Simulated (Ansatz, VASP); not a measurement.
One calculation of Al, two programs

Contents of INCAR:

```
SYSTEM = Al
  PREC = Accurate
  ENCUT = 520
  EDIFF = 1E-6
  ISMEAR = 0
  SIGMA = 0.15
  LREAL = .FALSE.
  LASPH = .TRUE.
  NELM = 60
  ALGO = Fast
  ISIF = 2
  LWAVE = .FALSE.
  LCHARG = .FALSE.
  GGA = CA
  NBANDS = 8
```

The input KPOINTS:

```
Automatic mesh
0
G
  20 20 20
  0 0 0
```

The input POSCAR:

```
Al
1.0
   -1.5514382228      1.5514382228      1.5514382228
    1.5514382228     -1.5514382228      1.5514382228
    1.5514382228      1.5514382228     -1.5514382228
Al
1
Direct
    0.0000000000      0.0000000000      0.0000000000
```

Input for Ansatz:

```yaml
crystal:
  lattice:
    - [-1.5514382228, 1.5514382228, 1.5514382228]
    - [1.5514382228, -1.5514382228, 1.5514382228]
    - [1.5514382228, 1.5514382228, -1.5514382228]
  atoms:
    - { symbol: Al, position: [0.0, 0.0, 0.0] }
basis:
  ecutwfc: 420
kpoints:
  mp_grid: { grid: [20, 20, 20] }
hamiltonian:
  xc: lda
scf:
  occupations: { method: gaussian, width: 0.15 }
output:
  forces: true
  stress: true
  eigenvalues: true
```

Change from the starting cell: strain -0.025 along x and y, -0.025 along z, atoms carried along.

Alike in both runs: task single point; functional LDA; k mesh 20 × 20 × 20; occupations gaussian, width 0.15 eV; no spin polarisation.

```csv
,VASP,Ansatz
version,VASP 6.6.1,Ansatz 0.2.0
potentials or method,"VASP PAW LDA potentials, release 64 (Al), cutoff 520 eV","scalar-relativistic, plane waves, PAW"
valence electrons in the cell,3,3
```

|  | VASP | Ansatz | Ansatz less VASP |
| --- | --- | --- | --- |
| gap on the k mesh at the Fermi level (eV) | none | none | - |
| pressure (GPa) | 7.4 | 7.3 | -0.12 |

LDA's correlation is that of Perdew and Zunger in VASP and of Perdew and Wang (1992) in Ansatz. A gap of «none» marks a metal or a gap that the smearing closes.
